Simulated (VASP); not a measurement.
MgS, 2 atoms in the cell. Symmetry: F-43m, No. 216, cubic system. The conventional cell has a = 5.628 Å, b = 5.628 Å, c = 5.628 Å, α = 90.00°, β = 90.00°, γ = 90.00°. S (site symmetry -43m) has 4 Mg at 2.44 Å within 3.2 Å. Within 3.2 Å of Mg (site symmetry -43m) lie 4 S at 2.44 Å. 

- Program: VASP 6.6.1
- Task: single point
- Functional: RPBE
- Dispersion: D4
- Potentials or basis: VASP PAW PBE potentials, release 64 (S, Mg)
- Cutoff: 520 eV
- k mesh: 8 × 8 × 8
- Occupations: fermi-dirac, width 0.05 eV
- Spin: no spin polarisation
- Dipole correction: no
- Further INCAR settings: ALGO = Normal; EDIFF = 1e-07; NBANDS = 11

Potentials or basis: VASP PAW PBE potentials, release 64 (S, Mg).

Command:

```console
$ cat potpaw_PBE.64/S/POTCAR potpaw_PBE.64/Mg/POTCAR > POTCAR
$ mpirun -np 1 vasp_std > vasp.out
```

Hardware: 1 thread of Intel Xeon 6975P-C, with other jobs on the host.

How long does it take, and how much memory?

Wall time 18 s on 1 thread of Intel Xeon 6975P-C, with other jobs on the host, peak memory 0.17 GiB. Counts: scf iterations 14, k points 29.
